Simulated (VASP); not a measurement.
# Cd (Fd-3m) in VASP: a series of runs

The runs below take Cd through single point, with LDA.

All numbers are computed with VASP 6.6.1; they aren't measurements. Logs are shortened: lines on timing, memory, paths and dates and some standing lists are left out, and cuts for length are marked.

**1. The cell of the first run**

The structure is cubic, space group Fd-3m (No. 227). The conventional cell has a = 5.980 Å, b = 5.980 Å, c = 5.980 Å, α = 90.00°, β = 90.00°, γ = 90.00°. Cd (site symmetry -43m) has 4 Cd at 2.59 Å within 3.4 Å.

**2. Single point, LDA**

The input, INCAR:

```
PREC = Accurate
ENCUT = 520
EDIFF = 1E-6
ISMEAR = -1
SIGMA = 0.08
LREAL = False
LASPH = True
NELM = 100
ALGO = Normal
ISIF = 2
LWAVE = False
LCHARG = False
NBANDS = 19
```

The input, KPOINTS:

```
Automatic mesh
0
Gamma
  12 12 12
```

The input, POSCAR:

```
Cd
1.0
    0.0000000000      2.9897825474      2.9897825474
    2.9897825474      0.0000000000      2.9897825474
    2.9897825474      2.9897825474      0.0000000000
Cd
2
Direct
   -0.1250000000     -0.1250000000     -0.1250000000
    0.1250000000      0.1250000000      0.1250000000
```

Potentials or basis: VASP PAW LDA potentials, release 64 (Cd).

On the command line:

```
$ cat potpaw_LDA.64/Cd/POTCAR > POTCAR
$ mpirun -np 1 vasp_std > vasp.out
```

OUTCAR:

```text
PREC = Accurate
   ENCUT = 520
   EDIFF = 1E-6
   ISMEAR = -1
   LREAL = False
   LASPH = True
   NELM = 100
   ISIF = 2

 ion  position               nearest neighbor table
   1  0.875  0.875  0.875-   2 2.59   2 2.59   2 2.59   2 2.59
   2  0.125  0.125  0.125-   1 2.59   1 2.59   1 2.59   1 2.59

  LATTYP: Found a face centered cubic cell.
 ALAT       =     5.9795650948

  Lattice vectors:

 A1 = (   0.0000000000,   2.9897825474,   2.9897825474)
 A2 = (   2.9897825474,   0.0000000000,   2.9897825474)
 A3 = (   2.9897825474,   2.9897825474,   0.0000000000)

Analysis of symmetry for initial positions (statically):
=====================================================================
 Subroutine PRICEL returns:
 Original cell was already a primitive cell.

 Routine SETGRP: Setting up the symmetry group for a
 face centered cubic supercell.

 Subroutine GETGRP returns: Found 48 space group operations
 (whereof 12 operations were pure point group operations)
 out of a pool of 48 trial point group operations.

The static configuration has the point symmetry D_3d.
 The point group associated with its full space group is O_h .

Analysis of symmetry for dynamics (positions and initial velocities):
=====================================================================
 Subroutine PRICEL returns:
 Original cell was already a primitive cell.

 Routine SETGRP: Setting up the symmetry group for a
 face centered cubic supercell.

 Subroutine GETGRP returns: Found 48 space group operations
 (whereof 12 operations were pure point group operations)
 out of a pool of 48 trial point group operations.

The dynamic configuration has the point symmetry D_3d.
 The point group associated with its full space group is O_h .

 Subroutine INISYM returns: Found 48 space group operations
 (whereof 12 operations are pure point group operations),
 and found     1 'primitive' translations

----------------------------------------------------------------------------------------

                                     Primitive cell

  volume of cell :      53.4501

  direct lattice vectors                    reciprocal lattice vectors
     0.000000000  2.989782547  2.989782547    -0.167236243  0.167236243  0.167236243
     2.989782547  0.000000000  2.989782547     0.167236243 -0.167236243  0.167236243
     2.989782547  2.989782547  0.000000000     0.167236243  0.167236243 -0.167236243

  length of vectors
     4.228191027  4.228191027  4.228191027     0.289661669  0.289661669  0.289661669

  position of ions in fractional coordinates (direct lattice)
     0.875000000  0.875000000  0.875000000
     0.125000000  0.125000000  0.125000000

  ion indices of the primitive-cell ions
   primitive index   ion index
                 1           1
                 2           2

----------------------------------------------------------------------------------------

 KPOINTS: Automatic mesh

Automatic generation of k-mesh.
 Grid dimensions read from file:
 generate k-points for:   12   12   12

 Generating k-lattice:

  Cartesian coordinates                     Fractional coordinates (reciprocal lattice)
    -0.013936354  0.013936354  0.013936354     0.083333333  0.000000000  0.000000000
     0.013936354 -0.013936354  0.013936354     0.000000000  0.083333333  0.000000000
     0.013936354  0.013936354 -0.013936354     0.000000000  0.000000000  0.083333333

  Length of vectors
     0.024138472  0.024138472  0.024138472

  Shift w.r.t. Gamma in fractional coordinates (k-lattice)
     0.000000000  0.000000000  0.000000000

 Subroutine IBZKPT returns following result:
 ===========================================

 Found     72 irreducible k-points:

 Following reciprocal coordinates:
            Coordinates               Weight
  0.000000  0.000000  0.000000      1.000000
  0.083333  0.000000  0.000000      8.000000
  0.166667  0.000000  0.000000      8.000000
  0.250000  0.000000  0.000000      8.000000
  0.333333  0.000000  0.000000      8.000000
  0.416667  0.000000  0.000000      8.000000
[... 16 lines left out ...]
  0.500000  0.166667  0.000000     24.000000
 -0.416667  0.166667  0.000000     24.000000
 [... further k-points ...]
   k-points           NKPTS =     72   k-points in BZ     NKDIM =     72   number of bands    NBANDS=     19
   number of dos      NEDOS =    301   number of ions     NIONS =      2
   total plane-waves  NPLWV =  32768
   dimension x,y,z NGX =    32 NGY =   32 NGZ =   32
   dimension x,y,z NGXF=    64 NGYF=   64 NGZF=   64
   ions per type =               2
   NGX,Y,Z   is equivalent  to a cutoff of  12.58, 12.58, 12.58 a.u.
   NGXF,Y,Z  is equivalent  to a cutoff of  25.16, 25.16, 25.16 a.u.
 SYSTEM =  unknown system
   PREC   = accura    normal or accurate (medium, high low for compatibility)
   ISTART =      0    job   : 0-new  1-cont  2-samecut
   ICHARG =      2    charge: 1-file 2-atom 10-const
   ISPIN  =      1    spin polarized calculation?
   LNONCOLLINEAR =      F non collinear calculations
   LSORBIT =      F    spin-orbit coupling
   LASPH  =      T    aspherical Exc in radial PAW
   ENCUT  =  520.0 eV  38.22 Ry    6.18 a.u.   7.86  7.86  7.86*2*pi/ulx,y,z
   NELM   =    100;   NELMIN=  2; NELMDL= -5     # of ELM steps
   EDIFF  = 0.1E-05   stopping-criterion for ELM
   LREAL  =      F    real-space projection
   EDIFFG = 0.1E-04   stopping-criterion for IOM
   NSW    =      0    number of steps for IOM
   IBRION =     -1    ionic relax: 0-MD 1-quasi-New 2-CG
   NFREE  =      0    steps in history (QN), initial steepest desc. (CG)
   ISIF   =      2    stress and relaxation
   ISYM   =      2    0-nonsym 1-usesym 2-fastsym
   POTIM  = 0.5000    time-step for ionic-motion
   TEBEG  =    0.0;   TEEND  =   0.0 temperature during run
   PSTRESS=    0.0 pullay stress
   NELECT =      24.0000    total number of electrons
   NUPDOWN=      -1.0000    fix difference up-down
   EMIN   =  10.00;   EMAX   =-10.00  energy-range for DOS
   EFERMI =   0.00;   METHOD = LEGACY
   ISMEAR =    -1;   SIGMA  =   0.08  broadening in eV -4-tet -1-fermi 0-gaus
   EFERMI_NEDOS =   21; number of points for ismear=-14 and -15
   IALGO  =     38    algorithm
   IMIX   =      4    mixing-type and parameters
     AMIX     =   0.40;   BMIX     =  1.00
     AMIX_MAG =   1.60;   BMIX_MAG =  1.00
  volume/ion in A,a.u.               =      26.73       180.35
  Fermi-wavevector in a.u.,A,eV,Ry     =   1.253610  2.368979 21.382059  1.571537
  Thomas-Fermi vector in A             =   2.387454
   LORBIT       =      0    0 simple, 1 ext, 2 COOP (PROOUT), +10 PAW based schemes
   GGA     = CA    functional components
   LHFCALC =     F    Hartree Fock is set to
   AEXX    =    0.0000 exact exchange contribution
   IVDW    =     0    specifies the selected vdW correction
   LEPSILON=     F    determine dielectric tensor
   LRPA    =     F    only Hartree local field effects (RPA)
 non-spin polarized calculation
  energy-cutoff  :      520.00
  volume of cell :       53.45
 maximum number of plane-waves:      1459
   NGX = 15   NGY = 15   NGZ = 15

 number of electron      23.9999988 magnetization

 Free energy of the ion-electron system (eV)
  ---------------------------------------------------
  ext. energy  EPLUGINS =         0.00000000
  ---------------------------------------------------
  free energy    TOTEN  =        -1.82157353 eV

  energy without entropy =       -1.79850837  energy(sigma->0) =       -1.81004095

 E-fermi :   1.2085     XC(G=0): -10.0110

 val. band max:        1.2074002388   @ k =  -0.4167   0.4167   0.1667
 cond. band min:       1.2139438245   @ k =  -0.4167   0.3333   0.1667
 fundamental gap:      0.0065435857
 Fermi energy:         1.2085310631

 k-point     1 :       0.0000    0.0000    0.0000
  band No.  band energies     occupation
      1      -8.5765      2.00000
      2      -8.5765      2.00000
      3      -8.5765      2.00000
      4      -8.5083      2.00000
      5      -8.5083      2.00000
      6      -7.3080      2.00000
[... 11 lines left out ...]
     18       8.9753      0.00000
     19       9.6729      0.00000

 k-point     2 :       0.0833    0.0000    0.0000
  band No.  band energies     occupation
      1      -8.6232      2.00000
      2      -8.6232      2.00000
      3      -8.5737      2.00000
      4      -8.4483      2.00000
      5      -8.4483      2.00000
      6      -7.3444      2.00000
[... 11 lines left out ...]
     18       9.6286      0.00000
     19      10.4820      0.00000

 k-point     3 :       0.1667    0.0000    0.0000
  band No.  band energies     occupation
      1      -8.6705      2.00000
      2      -8.6705      2.00000
      3      -8.5668      2.00000
      4      -8.3682      2.00000
      5      -8.3682      2.00000
      6      -7.4250      2.00000
[... 11 lines left out ...]
     18      10.3519      0.00000
     19      11.0185      0.00000

 k-point     4 :       0.2500    0.0000    0.0000
  band No.  band energies     occupation
      1      -8.6928      2.00000
      2      -8.6928      2.00000
      3      -8.5583      2.00000
      4      -8.3106      2.00000
      5      -8.3106      2.00000
      6      -7.5159      2.00000
[... 11 lines left out ...]
     18      10.0610      0.00000
     19      11.8302      0.00000

 k-point     5 :       0.3333    0.0000    0.0000
  band No.  band energies     occupation
      1      -8.6922      2.00000
      2      -8.6922      2.00000
      3      -8.5501      2.00000
      4      -8.2892      2.00000
      5      -8.2892      2.00000
      6      -7.5985      2.00000
[... 11 lines left out ...]
     18       9.5377      0.00000
     19      12.9855      0.00000

 k-point     6 :       0.4167    0.0000    0.0000
  band No.  band energies     occupation
      1      -8.6800      2.00000
      2      -8.6800      2.00000
      3      -8.5437      2.00000
      4      -8.2945      2.00000
      5      -8.2945      2.00000
      6      -7.6568      2.00000
[... 11 lines left out ...]
     18       9.1602      0.00000
     19      14.1091      0.00000

 k-point     7 :       0.5000    0.0000    0.0000
  band No.  band energies     occupation
      1      -8.6727      2.00000
      2      -8.6727      2.00000
      3      -8.5412      2.00000
      4      -8.3010      2.00000
      5      -8.3010      2.00000
      6      -7.6780      2.00000
[... 11 lines left out ...]
     18       9.0193      0.00000
     19      14.7977      0.00000

 k-point     8 :       0.0833    0.0833    0.0000
  band No.  band energies     occupation
      1      -8.6602      2.00000
      2      -8.5844      2.00000
      3      -8.5844      2.00000
      4      -8.4809      2.00000
      5      -8.3950      2.00000
      6      -7.4239      2.00000
[... 256 lines left out ...]
 k-point    20 :       0.2500    0.1667    0.0000
  band No.  band energies     occupation
      1      -8.7605      2.00000
      2      -8.6255      2.00000
      3      -8.6078      2.00000
      4      -8.3376      2.00000
      5      -8.1470      2.00000
      6      -7.7484      2.00000
[... 11 lines left out ...]
     18      11.4052      0.00000
     19      12.6644      0.00000

 k-point    21 :       0.3333    0.1667    0.0000
  band No.  band energies     occupation
      1      -8.7810      2.00000
      2      -8.6451      2.00000
      3      -8.5881      2.00000
      4      -8.2775      2.00000
      5      -8.0909      2.00000
      6      -7.8096      2.00000
[... 11 lines left out ...]
     18      11.2420      0.00000
     19      12.3884      0.00000

 k-point    22 :       0.4167    0.1667    0.0000
  band No.  band energies     occupation
      1      -8.7956      2.00000
      2      -8.6642      2.00000
      3      -8.5491      2.00000
      4      -8.2282      2.00000
      5      -8.0892      2.00000
      6      -7.8172      2.00000
[... 11 lines left out ...]
     18      10.8049      0.00000
     19      12.1947      0.00000

 k-point    23 :       0.5000    0.1667    0.0000
  band No.  band energies     occupation
      1      -8.8011      2.00000
      2      -8.6899      2.00000
      3      -8.4987      2.00000
      4      -8.1811      2.00000
      5      -8.1342      2.00000
      6      -7.7984      2.00000
[... 11 lines left out ...]
     18      11.2970      0.00000
     19      12.3449      0.00000

 k-point    24 :      -0.4167    0.1667    0.0000
  band No.  band energies     occupation
      1      -8.7920      2.00000
      2      -8.7224      2.00000
      3      -8.4519      2.00000
      4      -8.2082      2.00000
      5      -8.1330      2.00000
      6      -7.7654      2.00000
[... 11 lines left out ...]
     18      12.0435      0.00000
     19      13.3589      0.00000

 [... further k-points ...]
[... 5 lines left out ...]
  --------------------------------------------------------------------------------------
  -------------------------------------------------------------------------------------
  Total        2.7683587      2.7683587      2.7683587     -0.0000000     -0.0000000     -0.0000000
  in kB       82.9820469     82.9820469     82.9820469     -0.0000000     -0.0000000     -0.0000000
  external PRESSURE =      82.9820469 kB  Pullay stress =       0.0000000 kB

 VOLUME and BASIS-vectors are now :
 -----------------------------------------------------------------------------
  energy-cutoff  :      520.00
  volume of cell :       53.45
      direct lattice vectors                 reciprocal lattice vectors
     0.000000000  2.989782547  2.989782547    -0.167236243  0.167236243  0.167236243
     2.989782547  0.000000000  2.989782547     0.167236243 -0.167236243  0.167236243
     2.989782547  2.989782547  0.000000000     0.167236243  0.167236243 -0.167236243

 POSITION                                       TOTAL-FORCE (eV/Angst)
 -----------------------------------------------------------------------------------
      5.23212      5.23212      5.23212        -0.000000     -0.000000     -0.000000
      0.74745      0.74745      0.74745         0.000000      0.000000      0.000000
 -----------------------------------------------------------------------------------
    total drift:                                0.000000      0.000000     -0.000000

  FREE ENERGIE OF THE ION-ELECTRON SYSTEM (eV)
  ---------------------------------------------------
  free  energy   TOTEN  =        -1.8215735303 eV

  energy  without entropy=       -1.7985083658  energy(sigma->0) =       -1.81004095
```

It took 35 s on 1 thread of Intel Xeon 6975P-C, shared host; peak memory 0.19 GiB.

What came out:

```yaml
Free_energy: -1.8216 eV
Pressure: 8.3 GPa
Band_gap_on_the_k_mesh: zero (band 12 reaches 7.13 eV, above the bottom of band 13 at 0.39 eV)
```

Levels at points of the mesh, in eV from the Fermi level:
```csv
k point,band 8,band 9,band 10,band 11,band 12,band 13,band 14,band 15,band 16,band 17
"(0.00, 0.00, 0.00)",-8.52,-8.12,-8.12,-7.81,5.92,5.92,5.92,6.94,6.94,6.94
"(0.50, 0.00, 0.00)",-8.50,-8.12,-8.12,-4.56,-3.23,3.60,3.60,6.58,7.71,7.71
"(0.50, 0.50, 0.00)",-8.67,-8.02,-8.02,-3.05,-3.05,1.01,1.01,4.69,4.69,14.96
```

[end of part 1 of 2]
